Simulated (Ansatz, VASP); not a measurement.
**One calculation of Bi, two programs**

```
CELL_PARAMETERS angstrom
3.68329 0.00000 0.00000
-1.84164 3.18982 0.00000
0.00000 0.00000 12.33153
ATOMIC_POSITIONS crystal
Bi 0.00000 0.00000 0.00000
Bi 0.00000 0.00000 0.50000
Bi 0.33333 0.66667 0.25000
Bi 0.66667 0.33333 0.75000
```

Alike in both runs: task single point; functional revPBE; k mesh 12 × 12 × 3; occupations fermi-dirac, width 0.1 eV; no spin polarisation.

|  | VASP | Ansatz |
| --- | --- | --- |
| version | VASP 6.6.1 | Ansatz 0.2.0 |
| potentials or method | VASP PAW PBE potentials, release 64 (Bi_d), cutoff 520 eV | plane waves (420 eV) with PAW, scalar-relativistic |
| valence electrons in the cell | 60 | 60 |

|  | VASP | Ansatz | Ansatz less VASP |
| --- | --- | --- | --- |
| pressure (GPa) | -4.3 | -4.3 | +0.06 |
| traceless stress, the component that is largest in VASP (GPa) | 0.33 | 0.34 | +0.002 |

VASP's potentials were made for PBE, not for revPBE. The functional is the same, so the differences come from potentials, cutoffs and numerics.

Spin-orbit coupling is off throughout.
